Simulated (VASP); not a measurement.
# Nb (Fm-3m) in VASP: a series of runs

Nb is run at these levels: b88 exchange, pbe correlation; tasks: single point.

All numbers are computed with VASP 6.6.1; they aren't measurements. Logs are shortened: lines on timing, memory, paths and dates and some standing lists are left out, and cuts for length are marked.

**1. The cell of the first run**

The structure is cubic, space group Fm-3m (No. 225). Conventional cell: a = 4.173 Å, b = 4.173 Å, c = 4.173 Å, α = 90.00°, β = 90.00°, γ = 90.00°. Within 3.9 Å of Nb (site symmetry m-3m) lie 12 Nb at 2.95 Å.

This isn't the form of Nb at room conditions, which is bcc.

**2. Single point, b88 exchange, pbe correlation, collinear spin (18.16 Å³/atom)**

INCAR

```
PREC = Accurate
ENCUT = 500
EDIFF = 1E-6
ISMEAR = 0
SIGMA = 0.15
LREAL = F
LASPH = T
NELM = 200
ALGO = Normal
ISIF = 2
LWAVE = F
LCHARG = T
ISPIN = 2
MAGMOM = 0.5
LORBIT = 11
LMAXMIX = 4
GGA = LIBXC
LIBXC1 = GGA_X_B88
LIBXC2 = GGA_C_PBE
LELF = T
LVHAR = T
NBANDS = 16
GGA_COMPAT = F
```

KPOINTS

```
Automatic mesh
0
Gamma
  11 11 11
```

POSCAR

```
Nb
1.0
    0.0000000000      2.0864154149      2.0864154149
    2.0864154149      0.0000000000      2.0864154149
    2.0864154149      2.0864154149      0.0000000000
Nb
1
Direct
    0.0000000000      0.0000000000      0.0000000000
```

Potentials or basis: VASP PAW PBE potentials, release 64 (Nb_sv).

On the command line:

```
> cat potpaw_PBE.64/Nb_sv/POTCAR > POTCAR
> mpirun -np 1 vasp_std > vasp.out
```

OUTCAR:

```text
PREC = Accurate
   ENCUT = 500
   EDIFF = 1E-6
   ISMEAR = 0
   LREAL = F
   LASPH = T
   NELM = 200
   ISIF = 2
   ISPIN = 2
   LORBIT = 11
   GGA = LIBXC

 ion  position               nearest neighbor table
   1  0.000  0.000  0.000-

  LATTYP: Found a face centered cubic cell.
 ALAT       =     4.1728308298

  Lattice vectors:

 A1 = (   0.0000000000,   2.0864154149,   2.0864154149)
 A2 = (   2.0864154149,   0.0000000000,   2.0864154149)
 A3 = (   2.0864154149,   2.0864154149,   0.0000000000)

Analysis of symmetry for initial positions (statically):
=====================================================================
 Subroutine PRICEL returns:
 Original cell was already a primitive cell.

 Routine SETGRP: Setting up the symmetry group for a
 face centered cubic supercell.

 Subroutine GETGRP returns: Found 48 space group operations
 (whereof 48 operations were pure point group operations)
 out of a pool of 48 trial point group operations.

The static configuration has the point symmetry O_h .

Analysis of symmetry for dynamics (positions and initial velocities):
=====================================================================
 Subroutine PRICEL returns:
 Original cell was already a primitive cell.

 Routine SETGRP: Setting up the symmetry group for a
 face centered cubic supercell.

 Subroutine GETGRP returns: Found 48 space group operations
 (whereof 48 operations were pure point group operations)
 out of a pool of 48 trial point group operations.

The dynamic configuration has the point symmetry O_h .

Analysis of structural, dynamic, and magnetic symmetry:
=====================================================================
 Subroutine PRICEL returns:
 Original cell was already a primitive cell.

 Routine SETGRP: Setting up the symmetry group for a
 face centered cubic supercell.

 Subroutine GETGRP returns: Found 48 space group operations
 (whereof 48 operations were pure point group operations)
 out of a pool of 48 trial point group operations.

The overall configuration has the point symmetry O_h .

 Subroutine INISYM returns: Found 48 space group operations
 (whereof 48 operations are pure point group operations),
 and found     1 'primitive' translations

----------------------------------------------------------------------------------------

                                     Primitive cell

  volume of cell :      18.1649

[... 102 lines left out ...]
   EFERMI_NEDOS =   21; number of points for ismear=-14 and -15
   IALGO  =     38    algorithm
   IMIX   =      4    mixing-type and parameters
     AMIX     =   0.40;   BMIX     =  1.00
     AMIX_MAG =   1.60;   BMIX_MAG =  1.00
  volume/ion in A,a.u.               =      18.16       122.58
  Fermi-wavevector in a.u.,A,eV,Ry     =   1.464351  2.767222 29.175294  2.144324
  Thomas-Fermi vector in A             =   2.580337
   LORBIT       =     11    0 simple, 1 ext, 2 COOP (PROOUT), +10 PAW based schemes
   GGA     = LIBXC    functional components
   LHFCALC =     F    Hartree Fock is set to
   AEXX    =    0.0000 exact exchange contribution
   IVDW    =     0    specifies the selected vdW correction
   LEPSILON=     F    determine dielectric tensor
   LRPA    =     F    only Hartree local field effects (RPA)
 spin polarized calculation
 Gauss-broadening in eV      SIGMA  =   0.15
  energy-cutoff  :      500.00
  volume of cell :       18.16
 maximum number of plane-waves:       477
 NGX is ok and might be reduce to    24
   NGX = 11   NGY = 11   NGZ = 11

 number of electron      13.0000000 magnetization       0.0009161

 number of electron      13.0000000 magnetization      -0.0001445

 Free energy of the ion-electron system (eV)
  ---------------------------------------------------
  ext. energy  EPLUGINS =         0.00000000
  ---------------------------------------------------
  free energy    TOTEN  =        -9.79097845 eV

  energy without entropy =       -9.77539580  energy(sigma->0) =       -9.78318713

 E-fermi :  11.4111     XC(G=0): -12.4736

 val. band max:       11.3919814174   @ k =  -0.1818   0.1818   0.0000
 cond. band min:      11.4655007757   @ k =   0.0000   0.0000   0.0000
 fundamental gap:      0.0735193583
 Fermi energy:        11.4110839776

 spin component 1

 k-point     1 :       0.0000    0.0000    0.0000
  band No.  band energies     occupation
      1     -43.3707      1.00000
      2     -18.6953      1.00000
      3     -18.6953      1.00000
      4     -18.6953      1.00000
      5       5.1109      1.00000
      6      11.4656      0.30360
[... 435 lines left out ...]
      5       7.7772      1.00000
      6      10.1185      1.00000
[... 8 lines left out ...]
     15      33.9128      0.00000
     16      37.3049      0.00000

 [... further k-points ...]

 spin component 2

 k-point     1 :       0.0000    0.0000    0.0000
  band No.  band energies     occupation
      1     -43.3709      1.00000
      2     -18.6954      1.00000
      3     -18.6954      1.00000
      4     -18.6954      1.00000
      5       5.1107      1.00000
      6      11.4655      0.30396
[... 435 lines left out ...]
      5       7.7770      1.00000
      6      10.1184      1.00000
[... 8 lines left out ...]
     15      33.9127      0.00000
     16      37.3048      0.00000

 [... further k-points ...]

------------------------ aborting loop because EDIFF is reached ----------------------------------------

  FORCE on cell =-STRESS in cart. coord.  units (eV):
  Direction    XX          YY          ZZ          XY          YZ          ZX
  --------------------------------------------------------------------------------------
  -------------------------------------------------------------------------------------
  Total        0.4950119      0.4950119      0.4950119      0.0000000     -0.0000000      0.0000000
  in kB       43.6610161     43.6610161     43.6610161      0.0000000     -0.0000000      0.0000000
  external PRESSURE =      43.6610161 kB  Pullay stress =       0.0000000 kB

 VOLUME and BASIS-vectors are now :
 -----------------------------------------------------------------------------
  energy-cutoff  :      500.00
  volume of cell :       18.16
      direct lattice vectors                 reciprocal lattice vectors
     0.000000000  2.086415415  2.086415415    -0.239645469  0.239645469  0.239645469
     2.086415415  0.000000000  2.086415415     0.239645469 -0.239645469  0.239645469
     2.086415415  2.086415415  0.000000000     0.239645469  0.239645469 -0.239645469

 POSITION                                       TOTAL-FORCE (eV/Angst)
 -----------------------------------------------------------------------------------
      0.00000      0.00000      0.00000        -0.000000      0.000000      0.000000
 -----------------------------------------------------------------------------------
    total drift:                               -0.000000     -0.000000      0.000000

  FREE ENERGIE OF THE ION-ELECTRON SYSTEM (eV)
  ---------------------------------------------------
  free  energy   TOTEN  =        -9.7909784498 eV

  energy  without entropy=       -9.7753958031  energy(sigma->0) =       -9.78318713

 total charge

# of ion       s       p       d       tot
------------------------------------------
    1        2.229   6.002   2.472  10.704

 magnetization (x)

# of ion       s       p       d       tot
------------------------------------------
    1       -0.000  -0.000  -0.000  -0.000
```

Wall time 26 s (1 thread of AMD EPYC 9R45 (Zen 5), shared host); peak memory 0.13 GiB.

What came out:

- Free energy: -9.7910 eV
- Pressure: 4.4 GPa
- Net moment: 0.00 μB per cell
- Valence electrons inside the program's atomic spheres: Nb 10.70

Caveat: the cell stands under pressure; the PAW data sets were made with another functional, which shifts forces and pressure a little.

**3. Single point, b88 exchange, pbe correlation, collinear spin (18.54 Å³/atom)**

This run uses another cell than the first one, of 18.54 Å³/atom.

INCAR

```
  ALGO = Normal
  EDIFF = 1E-6
  ENCUT = 500
  GGA = LIBXC
  GGA_COMPAT = F
  ISIF = 2
  ISMEAR = 0
  ISPIN = 2
  LASPH = T
  LCHARG = F
  LIBXC1 = GGA_X_B88
  LIBXC2 = GGA_C_PBE
  LMAXMIX = 4
  LORBIT = 11
  LREAL = F
  LWAVE = F
  MAGMOM = 0.5
  NBANDS = 16
  NELM = 200
  PREC = Accurate
  SIGMA = 0.15
```

KPOINTS

```
k-points
0
Gamma
  11 11 11
```

POSCAR

```
Nb
1.0
    0.0000000000      2.1008049414      2.1008049414
    2.1008049414      0.0000000000      2.1008049414
    2.1008049414      2.1008049414      0.0000000000
Nb
1
Direct
    0.0000000000      0.0000000000      0.0000000000
```

Potentials or basis: VASP PAW PBE potentials, release 64 (Nb_sv).

On the command line:

```
> cat potpaw_PBE.64/Nb_sv/POTCAR > POTCAR
> mpirun -np 1 vasp_std > vasp.out
```

Run time: 24 s. Hardware: 1 thread of AMD EPYC 9R45 (Zen 5), shared host; peak memory 0.13 GiB.

Results (log left out):

```
Free energy                                           : -9.7973 eV
Pressure                                              : 0.8 GPa
Net moment                                            : 0.00 μB per cell
Valence electrons inside the program's atomic spheres : Nb 10.67
```

Levels at points of the mesh, in eV from the Fermi level:
Spin up:
```
           k point  band 2  band 3  band 4  band 5  band 6  band 7  band 8  band 9  band 10  band 11
(0.00, 0.00, 0.00)  -30.17  -30.17  -30.17   -6.26    0.07    0.07    0.07    2.70     2.70    11.83
```
Spin down:
| k point | band 4 | band 5 | band 6 | band 7 | band 8 | band 9 |
| --- | --- | --- | --- | --- | --- | --- |
| (0.00, 0.00, 0.00) | -30.17 | -6.26 | 0.07 | 0.07 | 0.07 | 2.70 |

Caveat: the PAW data sets were made with another functional, which shifts forces and pressure a little.

**4. Single point, b88 exchange, pbe correlation, collinear spin (18.92 Å³/atom)**

This run uses another cell than the first one, of 18.92 Å³/atom.

INCAR

```
PREC = Accurate
ENCUT = 500
EDIFF = 1E-6
ISMEAR = 0
SIGMA = 0.15
LREAL = False
LASPH = True
NELM = 200
ALGO = Normal
ISIF = 2
LWAVE = False
LCHARG = True
ISPIN = 2
MAGMOM = 0.5
LORBIT = 11
LMAXMIX = 4
GGA = LIBXC
LIBXC1 = GGA_X_B88
LIBXC2 = GGA_C_PBE
LELF = True
LVHAR = True
NBANDS = 16
GGA_COMPAT = False
```

KPOINTS

```
regular mesh
0
Gamma
  11 11 11
```

POSCAR

```
Nb
1.0
    0.0000000000      2.1150000000      2.1150000000
    2.1150000000      0.0000000000      2.1150000000
    2.1150000000      2.1150000000      0.0000000000
Nb
1
Direct
    0.0000000000      0.0000000000      0.0000000000
```

Potentials or basis: VASP PAW PBE potentials, release 64 (Nb_sv).

On the command line:

```
> cat potpaw_PBE.64/Nb_sv/POTCAR > POTCAR
> mpirun -np 1 vasp_std > vasp.out
```

OUTCAR:

```text
PREC = Accurate
   ENCUT = 500
   EDIFF = 1E-6
   ISMEAR = 0
   LREAL = False
   LASPH = True
   NELM = 200
   ISIF = 2
   ISPIN = 2
   LORBIT = 11
   GGA = LIBXC

 ion  position               nearest neighbor table
   1  0.000  0.000  0.000-

  LATTYP: Found a face centered cubic cell.
 ALAT       =     4.2300000000

  Lattice vectors:

 A1 = (   0.0000000000,   2.1150000000,   2.1150000000)
 A2 = (   2.1150000000,   0.0000000000,   2.1150000000)
[... 1123 lines left out ...]
  -------------------------------------------------------------------------------------
  Total       -0.2937934     -0.2937934     -0.2937934      0.0000000     -0.0000000     -0.0000000
  in kB      -24.8766280    -24.8766280    -24.8766280      0.0000000     -0.0000000     -0.0000000
  external PRESSURE =     -24.8766280 kB  Pullay stress =       0.0000000 kB

 VOLUME and BASIS-vectors are now :
 -----------------------------------------------------------------------------
  energy-cutoff  :      500.00
  volume of cell :       18.92
      direct lattice vectors                 reciprocal lattice vectors
     0.000000000  2.115000000  2.115000000    -0.236406619  0.236406619  0.236406619
     2.115000000  0.000000000  2.115000000     0.236406619 -0.236406619  0.236406619
     2.115000000  2.115000000  0.000000000     0.236406619  0.236406619 -0.236406619

 POSITION                                       TOTAL-FORCE (eV/Angst)
 -----------------------------------------------------------------------------------
      0.00000      0.00000      0.00000         0.000000     -0.000000     -0.000000
 -----------------------------------------------------------------------------------
    total drift:                               -0.000000     -0.000000     -0.000000

  FREE ENERGIE OF THE ION-ELECTRON SYSTEM (eV)
  ---------------------------------------------------
  free  energy   TOTEN  =        -9.7955737818 eV

  energy  without entropy=       -9.7792167435  energy(sigma->0) =       -9.78739526

 total charge

# of ion       s       p       d       tot
------------------------------------------
    1        2.222   5.998   2.425  10.645

 magnetization (x)

# of ion       s       p       d       tot
------------------------------------------
    1       -0.000   0.000   0.000   0.000
```

stdout:

```text
POSCAR found type information on POSCAR Nb
 POSCAR found :  1 types and       1 ions
 scaLAPACK will be used
 -----------------------------------------------------------------------------
|                                                                             |
|                                                                             |
|     You enforced a specific xc type in the INCAR file but a different       |
|     I HOPE YOU KNOW WHAT YOU ARE DOING!                                     |
|                                                                             |
 -----------------------------------------------------------------------------

 LDA part: xc-table for (None,None), standard interpolation
 POSCAR, INCAR and KPOINTS ok, starting setup
 FFT: planning ... GRIDC
 FFT: planning ... GRID_SOFT
 FFT: planning ... GRID
 WAVECAR not read
 entering main loop
```

Run time: 26 s. Hardware: 1 thread of AMD EPYC 9R45 (Zen 5), shared host; peak memory 0.13 GiB.

What came out:

* Free energy: -9.7956 eV
* Pressure: -2.5 GPa
* Net moment: 0.00 μB per cell
* Valence electrons inside the program's atomic spheres: Nb 10.64

Levels at points of the mesh, in eV from the Fermi level:
Spin up:
| k point | band 2 | band 3 | band 4 | band 5 | band 6 | band 7 | band 8 | band 9 | band 10 | band 11 |
| --- | --- | --- | --- | --- | --- | --- | --- | --- | --- | --- |
| (0.00, 0.00, 0.00) | -30.24 | -30.24 | -30.24 | -6.21 | 0.07 | 0.07 | 0.07 | 2.64 | 2.64 | 11.81 |
Spin down:
| k point | band 2 | band 3 | band 4 | band 5 | band 6 | band 7 | band 8 | band 9 | band 10 | band 11 |
| --- | --- | --- | --- | --- | --- | --- | --- | --- | --- | --- |
| (0.00, 0.00, 0.00) | -30.24 | -30.24 | -30.24 | -6.21 | 0.07 | 0.07 | 0.07 | 2.64 | 2.64 | 11.81 |

Caveat: the PAW data sets were made with another functional, which shifts forces and pressure a little.

(Part 1 of 2 ends here.)
